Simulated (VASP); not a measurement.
# TiSi2 (Fddd) in VASP: further runs

TiSi2 is run at these levels: PBEsol; tasks: single point.

Everything below comes from runs of VASP 6.6.1. Logs are shortened: lines on timing, memory, paths and dates and some standing lists are left out, and cuts for length are marked.

## (1) The cell of the first run

It takes space group Fddd (No. 70, orthorhombic). Conventional cell: a = 4.762 Å, b = 8.182 Å, c = 8.496 Å, α = 90.00°, β = 90.00°, γ = 90.00°. Ti (site symmetry 222) has 10 Si at 2.53 to 2.75 Å and 4 Ti at 3.18 Å within 3.3 Å. Si (site symmetry 2) has 9 Si at 2.52 to 3.18 Å and 5 Ti at 2.53 to 2.75 Å within 3.3 Å.

## (2) Single point, PBEsol

INCAR

```
PREC     = Accurate       # precision mode
ENCUT    = 520            # plane-wave cutoff, eV
EDIFF    = 1E-7           # SCF threshold, eV
ISMEAR   = 0              # smearing method
SIGMA    = 0.1            # smearing width, eV
LREAL    = F              # projectors in reciprocal space
LASPH    = T              # aspherical terms in the spheres
NELM     = 100            # most SCF steps
ALGO     = Normal         # electronic algorithm
ISIF     = 2              # what is computed and relaxed
LWAVE    = F              # write WAVECAR
LCHARG   = T              # write CHGCAR
GGA      = PS             # functional
LELF     = T              # ELF
LVHAR    = T            
NBANDS   = 29             # bands
```

KPOINTS

```
Automatic mesh
0
Gamma
  10 10 10
```

POSCAR

```
TiSi2
1.0
    0.0000000000      4.0910612278      4.2480470036
    2.3808780373      0.0000000000      4.2480470036
    2.3808780373      4.0910612278      0.0000000000
Ti Si
2 4
Direct
    0.7500000000      0.7500000000      0.7500000000
    0.5000000000      0.5000000000      0.5000000000
    0.0861670667      0.4138329333      0.0861670667
    0.4138329333      0.0861670667      0.4138329333
    0.1638329333      0.8361670667      0.1638329333
    0.8361670667      0.1638329333      0.8361670667
```

Potentials or basis: VASP PAW PBE potentials, release 64 (Ti_sv, Si).

Run with:

```sh
$ cat potpaw_PBE.64/Ti_sv/POTCAR potpaw_PBE.64/Si/POTCAR > POTCAR
$ mpirun -np 1 vasp_std > vasp.out
```

OUTCAR:

```text
PREC = Accurate
   ENCUT = 520
   EDIFF = 1E-7
   ISMEAR = 0
   LREAL = F
   LASPH = T
   NELM = 100
   ISIF = 2
   GGA = PS

 ion  position               nearest neighbor table
   1  0.750  0.750  0.750-   6 2.53   5 2.53   6 2.53   5 2.53   4 2.73   4 2.73   3 2.73   3 2.73
                             3 2.75   4 2.75
   2  0.500  0.500  0.500-   3 2.53   4 2.53   3 2.53   4 2.53   5 2.73   5 2.73   6 2.73   6 2.73
                             5 2.75   6 2.75
   3  0.086  0.414  0.086-   5 2.52   5 2.52   2 2.53   2 2.53   4 2.68   1 2.73   1 2.73   1 2.75
                             4 2.77   4 2.77
   4  0.414  0.086  0.414-   6 2.52   6 2.52   2 2.53   2 2.53   3 2.68   1 2.73   1 2.73   1 2.75
                             3 2.77   3 2.77
   5  0.164  0.836  0.164-   3 2.52   3 2.52   1 2.53   1 2.53   6 2.68   2 2.73   2 2.73   2 2.75
                             6 2.77   6 2.77
   6  0.836  0.164  0.836-   4 2.52   4 2.52   1 2.53   1 2.53   5 2.68   2 2.73   2 2.73   2 2.75
                             5 2.77   5 2.77

  LATTYP: Found a face centered orthorhombic cell.
 ALAT       =     4.7617560746
 B/A-ratio  =     1.7182993684
 C/A-ratio  =     1.7842354531

  Lattice vectors:

 A1 = (   0.0000000000,   4.0910612278,   4.2480470036)
 A2 = (   2.3808780373,   0.0000000000,   4.2480470036)
 A3 = (   2.3808780373,   4.0910612278,   0.0000000000)

Analysis of symmetry for initial positions (statically):
=====================================================================
 Subroutine PRICEL returns:
 Original cell was already a primitive cell.

 Routine SETGRP: Setting up the symmetry group for a
 face centered orthorhombic supercell.

 Subroutine GETGRP returns: Found  8 space group operations
 (whereof  4 operations were pure point group operations)
 out of a pool of  8 trial point group operations.

The static configuration has the point symmetry D_2 .
 The point group associated with its full space group is D_2h.

Analysis of symmetry for dynamics (positions and initial velocities):
=====================================================================
 Subroutine PRICEL returns:
 Original cell was already a primitive cell.

 Routine SETGRP: Setting up the symmetry group for a
 face centered orthorhombic supercell.

 Subroutine GETGRP returns: Found  8 space group operations
 (whereof  4 operations were pure point group operations)
 out of a pool of  8 trial point group operations.

The dynamic configuration has the point symmetry D_2 .
 The point group associated with its full space group is D_2h.

 Subroutine INISYM returns: Found  8 space group operations
 (whereof  4 operations are pure point group operations),
 and found     1 'primitive' translations

----------------------------------------------------------------------------------------

                                     Primitive cell

  volume of cell :      82.7547

  direct lattice vectors                    reciprocal lattice vectors
     0.000000000  4.091061228  4.248047004    -0.210006557  0.122217677  0.117701146
     2.380878037  0.000000000  4.248047004     0.210006557 -0.122217677  0.117701146
     2.380878037  4.091061228  0.000000000     0.210006557  0.122217677 -0.117701146

  length of vectors
     5.897684742  4.869751901  4.733430278     0.269987915  0.269987915  0.269987915

  position of ions in fractional coordinates (direct lattice)
     0.750000000  0.750000000  0.750000000
     0.500000000  0.500000000  0.500000000
     0.086167067  0.413832933  0.086167067
     0.413832933  0.086167067  0.413832933
     0.163832933  0.836167067  0.163832933
     0.836167067  0.163832933  0.836167067

  ion indices of the primitive-cell ions
   primitive index   ion index
                 1           1
                 2           2
                 3           3
                 4           4
                 5           5
                 6           6

----------------------------------------------------------------------------------------

 KPOINTS: Automatic mesh

Automatic generation of k-mesh.
 Grid dimensions read from file:
 generate k-points for:   10   10   10

 Generating k-lattice:

  Cartesian coordinates                     Fractional coordinates (reciprocal lattice)
    -0.021000656  0.012221768  0.011770115     0.100000000  0.000000000  0.000000000
     0.021000656 -0.012221768  0.011770115     0.000000000  0.100000000  0.000000000
     0.021000656  0.012221768 -0.011770115    -0.000000000 -0.000000000  0.100000000

  Length of vectors
     0.026998792  0.026998792  0.026998792

  Shift w.r.t. Gamma in fractional coordinates (k-lattice)
     0.000000000  0.000000000  0.000000000

 Subroutine IBZKPT returns following result:
 ===========================================

 Found    171 irreducible k-points:

 Following reciprocal coordinates:
            Coordinates               Weight
  0.000000  0.000000  0.000000      1.000000
  0.100000  0.000000 -0.000000      8.000000
  0.200000  0.000000 -0.000000      8.000000
  0.300000  0.000000  0.000000      8.000000
  0.400000  0.000000  0.000000      8.000000
  0.500000 -0.000000 -0.000000      4.000000
[... 16 lines left out ...]
  0.300000  0.300000  0.000000      2.000000
  0.400000  0.300000  0.000000      8.000000
 [... further k-points ...]
   k-points           NKPTS =    171   k-points in BZ     NKDIM =    171   number of bands    NBANDS=     29
   number of dos      NEDOS =    301   number of ions     NIONS =      6
   total plane-waves  NPLWV =  62208
   dimension x,y,z NGX =    48 NGY =   36 NGZ =   36
   dimension x,y,z NGXF=    96 NGYF=   72 NGZF=   72
   ions per type =               2   4
   NGX,Y,Z   is equivalent  to a cutoff of  13.53, 12.29, 12.64 a.u.
   NGXF,Y,Z  is equivalent  to a cutoff of  27.06, 24.58, 25.29 a.u.
 SYSTEM =  unknown system
   PREC   = accura    normal or accurate (medium, high low for compatibility)
   ISTART =      0    job   : 0-new  1-cont  2-samecut
   ICHARG =      2    charge: 1-file 2-atom 10-const
   ISPIN  =      1    spin polarized calculation?
   LNONCOLLINEAR =      F non collinear calculations
   LSORBIT =      F    spin-orbit coupling
   LASPH  =      T    aspherical Exc in radial PAW
   ENCUT  =  520.0 eV  38.22 Ry    6.18 a.u.  10.97  9.05  8.80*2*pi/ulx,y,z
   NELM   =    100;   NELMIN=  2; NELMDL= -5     # of ELM steps
   EDIFF  = 0.1E-06   stopping-criterion for ELM
   LREAL  =      F    real-space projection
   EDIFFG = 0.1E-05   stopping-criterion for IOM
   NSW    =      0    number of steps for IOM
   IBRION =     -1    ionic relax: 0-MD 1-quasi-New 2-CG
   NFREE  =      0    steps in history (QN), initial steepest desc. (CG)
   ISIF   =      2    stress and relaxation
   ISYM   =      2    0-nonsym 1-usesym 2-fastsym
   POTIM  = 0.5000    time-step for ionic-motion
   TEBEG  =    0.0;   TEEND  =   0.0 temperature during run
   PSTRESS=    0.0 pullay stress
   NELECT =      40.0000    total number of electrons
   NUPDOWN=      -1.0000    fix difference up-down
   EMIN   =  10.00;   EMAX   =-10.00  energy-range for DOS
   EFERMI =   0.00;   METHOD = LEGACY
   ISMEAR =     0;   SIGMA  =   0.10  broadening in eV -4-tet -1-fermi 0-gaus
   EFERMI_NEDOS =   21; number of points for ismear=-14 and -15
   IALGO  =     38    algorithm
   IMIX   =      4    mixing-type and parameters
     AMIX     =   0.40;   BMIX     =  1.00
     AMIX_MAG =   1.60;   BMIX_MAG =  1.00
  volume/ion in A,a.u.               =      13.79        93.08
  Fermi-wavevector in a.u.,A,eV,Ry     =   1.284786  2.427893 22.458786  1.650674
  Thomas-Fermi vector in A             =   2.416959
   LORBIT       =      0    0 simple, 1 ext, 2 COOP (PROOUT), +10 PAW based schemes
   GGA     = PS    functional components
   LHFCALC =     F    Hartree Fock is set to
   AEXX    =    0.0000 exact exchange contribution
   IVDW    =     0    specifies the selected vdW correction
   LEPSILON=     F    determine dielectric tensor
   LRPA    =     F    only Hartree local field effects (RPA)
 non-spin polarized calculation
 Gauss-broadening in eV      SIGMA  =   0.10
  energy-cutoff  :      520.00
  volume of cell :       82.75
 maximum number of plane-waves:      2264
 NGX is ok and might be reduce to    48

 number of electron      40.0000004 magnetization

 Free energy of the ion-electron system (eV)
  ---------------------------------------------------
  ext. energy  EPLUGINS =         0.00000000
  ---------------------------------------------------
  free energy    TOTEN  =       -43.68582729 eV

  energy without entropy =      -43.67506874  energy(sigma->0) =      -43.68044801

 E-fermi :  10.2647     XC(G=0): -11.8840

 val. band max:       10.2616785985   @ k =  -0.4000   0.4000   0.2000
 cond. band min:      10.2678190089   @ k =   0.0000   0.2000   0.2000
 fundamental gap:      0.0061404104
 Fermi energy:        10.2646963552

 k-point     1 :       0.0000    0.0000    0.0000
  band No.  band energies     occupation
      1     -45.7002      2.00000
      2     -45.6689      2.00000
      3     -22.2009      2.00000
      4     -22.1811      2.00000
      5     -22.1020      2.00000
      6     -22.0860      2.00000
[... 21 lines left out ...]
     28      14.1011      0.00000
     29      14.1813      0.00000

 k-point     2 :       0.1000    0.0000   -0.0000
  band No.  band energies     occupation
      1     -45.6996      2.00000
      2     -45.6694      2.00000
      3     -22.2004      2.00000
      4     -22.1808      2.00000
      5     -22.1047      2.00000
      6     -22.0860      2.00000
[... 21 lines left out ...]
     28      14.0043      0.00000
     29      14.1666      0.00000

 k-point     3 :       0.2000    0.0000   -0.0000
  band No.  band energies     occupation
      1     -45.6980      2.00000
      2     -45.6710      2.00000
      3     -22.2001      2.00000
      4     -22.1789      2.00000
      5     -22.1127      2.00000
      6     -22.0857      2.00000
[... 638 lines left out ...]
      5     -22.1305      2.00000
      6     -22.0962      2.00000
[... 21 lines left out ...]
     28      14.3139      0.00000
     29      14.4879      0.00000

 k-point    24 :       0.4000    0.3000    0.0000
  band No.  band energies     occupation
      1     -45.6914      2.00000
      2     -45.6775      2.00000
      3     -22.1782      2.00000
      4     -22.1599      2.00000
      5     -22.1403      2.00000
      6     -22.1032      2.00000
[... 21 lines left out ...]
     28      14.3951      0.00000
     29      14.5192      0.00000

 [... further k-points ...]

------------------------ aborting loop because EDIFF is reached ----------------------------------------

  FORCE on cell =-STRESS in cart. coord.  units (eV):
  Direction    XX          YY          ZZ          XY          YZ          ZX
  --------------------------------------------------------------------------------------
  -------------------------------------------------------------------------------------
  Total        0.0615247      0.0481311      0.0906431      0.0000000      0.0000000      0.0000000
  in kB        1.1911542      0.9318456      1.7549025      0.0000000      0.0000000      0.0000000
  external PRESSURE =       1.2926341 kB  Pullay stress =       0.0000000 kB

 VOLUME and BASIS-vectors are now :
 -----------------------------------------------------------------------------
  energy-cutoff  :      520.00
  volume of cell :       82.75
      direct lattice vectors                 reciprocal lattice vectors
     0.000000000  4.091061228  4.248047004    -0.210006557  0.122217677  0.117701146
     2.380878037  0.000000000  4.248047004     0.210006557 -0.122217677  0.117701146
     2.380878037  4.091061228  0.000000000     0.210006557  0.122217677 -0.117701146

 POSITION                                       TOTAL-FORCE (eV/Angst)
 -----------------------------------------------------------------------------------
      3.57132      6.13659      6.37207        -0.000000     -0.000000     -0.000000
      2.38088      4.09106      4.24805         0.000000      0.000000      0.000000
      1.19044      0.70503      2.12402        -0.000000     -0.000745     -0.000000
      1.19044      3.38603      2.12402        -0.000000      0.000745     -0.000000
      2.38088      1.34050      4.24805        -0.000000      0.000745      0.000000
      2.38088      6.84162      4.24805        -0.000000     -0.000745      0.000000
 -----------------------------------------------------------------------------------
    total drift:                               -0.000000     -0.000000     -0.000000

  FREE ENERGIE OF THE ION-ELECTRON SYSTEM (eV)
  ---------------------------------------------------
  free  energy   TOTEN  =       -43.6858272892 eV

  energy  without entropy=      -43.6750687353  energy(sigma->0) =      -43.68044801
```

Run time: 4.2 min. Hardware: 1 thread of Intel Xeon 6975P-C (Granite Rapids), shared host; peak memory 0.47 GiB.

What came out:

| Property | Result |
| --- | --- |
| Free energy | -43.6858 eV |
| Pressure | 0.1 GPa |
| Band gap on the k mesh | zero (bands 20 and 21 overlap by 1.88 eV) |

Levels at points of the mesh, in eV from the Fermi level:
| k point | band 16 | band 17 | band 18 | band 19 | band 20 | band 21 | band 22 | band 23 | band 24 | band 25 |
| --- | --- | --- | --- | --- | --- | --- | --- | --- | --- | --- |
| (0.00, 0.00, 0.00) | -2.54 | -2.29 | -2.02 | -1.76 | -1.38 | -0.94 | 2.09 | 3.19 | 3.44 | 3.46 |
| (0.50, 0.00, 0.00) | -2.47 | -1.96 | -1.08 | -0.03 | 0.15 | 1.04 | 1.40 | 1.74 | 2.29 | 2.71 |
| (0.50, 0.50, 0.00) | -2.98 | -1.56 | -1.56 | -1.00 | -1.00 | 0.77 | 0.77 | 3.30 | 3.30 | 3.53 |
| (0.50, 0.00, 0.50) | -2.39 | -2.37 | -2.37 | -0.87 | -0.87 | 1.31 | 1.31 | 3.37 | 3.37 | 3.47 |
| (0.00, 0.50, 0.50) | -1.25 | -1.17 | -1.17 | -0.64 | -0.64 | 0.88 | 0.88 | 2.34 | 2.34 | 3.18 |

Caveat: the PAW data sets were made with another functional, which shifts forces and pressure a little.

## (3) Single point, PBEsol

This run uses another cell than the first one, of the same volume but with other edges.

INCAR

```
SYSTEM = TiSi2
ALGO     = Normal         ! electronic algorithm
EDIFF    = 1E-6           ! SCF threshold, eV
ENCUT    = 520            ! plane-wave cutoff, eV
GGA      = PS             ! functional
ISIF     = 2              ! what is computed and relaxed
ISMEAR   = 0              ! smearing method
ISYM     = 0            
LASPH    = .TRUE.         ! aspherical terms in the spheres
LCHARG   = .FALSE.        ! write CHGCAR
LREAL    = .FALSE.        ! projectors in reciprocal space
LWAVE    = .FALSE.        ! write WAVECAR
NBANDS   = 29             ! bands
NELM     = 60             ! most SCF steps
PREC     = Accurate       ! precision mode
SIGMA    = 0.1            ! smearing width, eV
```

KPOINTS

```
k-points
0
G
  9 9 8
  0 0 0
```

POSCAR

```
TiSi2
1.0
    4.7334302781      0.0000000000      0.0000000000
   -2.3383045889      4.1155429590      0.0000000000
    1.1975628446      2.0577714795      4.2480470036
Ti Si
2 4
Direct
    0.2500000000      0.7500000000      0.5000000000
    0.5000000000      0.5000000000      0.0000000000
    0.9138329333      0.0861670667      0.5000000000
    0.5861670667      0.4138329333      0.5000000000
    0.8361670667      0.1638329333      0.0000000000
    0.1638329333      0.8361670667      0.0000000000
```

Potentials or basis: VASP PAW PBE potentials, release 64 (Ti_sv, Si).

Run with:

```sh
$ cat potpaw_PBE.64/Ti_sv/POTCAR potpaw_PBE.64/Si/POTCAR > POTCAR
$ mpirun -np 1 vasp_std > vasp.out
```

Run time: 5.3 min. Hardware: 1 thread of Intel Xeon 6975P-C (Granite Rapids), shared host; peak memory 0.68 GiB.

Results (log left out):

- Free energy: -43.6895 eV
- Pressure: 0.1 GPa
- Largest force: 0.008 eV/Å
- Band gap on the k mesh: zero (bands 20 and 21 overlap by 1.86 eV)

Forces on the atoms (eV/Å):
```
Ti   0.001 -0.001  0.000
Ti  -0.001  0.001  0.000
Si   0.007 -0.004  0.000
Si  -0.005  0.003  0.000
Si  -0.007  0.004  0.000
Si   0.005 -0.003  0.000
```

Stress tensor (GPa, compression positive):
```
-0.03  0.10 -0.02
 0.10  0.08 -0.03
-0.02 -0.03  0.25
```

Levels at points of the mesh, in eV from the Fermi level:
```
           k point  band 16  band 17  band 18  band 19  band 20  band 21  band 22  band 23  band 24  band 25
(0.00, 0.00, 0.00)    -2.57    -2.32    -2.04    -1.78    -1.41    -0.96     2.07     3.16     3.42     3.43
(0.00, 0.00, 0.50)    -3.01    -1.58    -1.58    -1.03    -1.03     0.74     0.74     3.27     3.27     3.50
```

Caveat: the PAW data sets were made with another functional, which shifts forces and pressure a little.
